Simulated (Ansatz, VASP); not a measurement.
**One calculation of PbS, two programs**

```
Pb S
1.0
     0.00000    2.99188    2.99188
     2.99188    0.00000    2.99188
     2.99188    2.99188    0.00000
Pb S
1 1
Direct
  0.00000 0.00000 0.00000
  0.50000 0.50000 0.50000
```

Alike in both runs: task single point; functional PBE; k mesh 6 × 6 × 6; no spin polarisation.

|  | VASP | Ansatz |
| --- | --- | --- |
| version | VASP 6.6.1 | Ansatz 0.2.0 |
| potentials or method | VASP PAW PBE potentials, release 64 (Pb_d, S), cutoff 500 eV | plane waves, PAW |
| occupations | gaussian, width 0.01 eV | fixed |
| valence electrons in the cell | 20 | 20 |

|  | VASP | Ansatz | Ansatz less VASP |
| --- | --- | --- | --- |
| pressure (GPa) | 0.6 | 0.7 | +0.06 |

Spin-orbit coupling is off throughout.
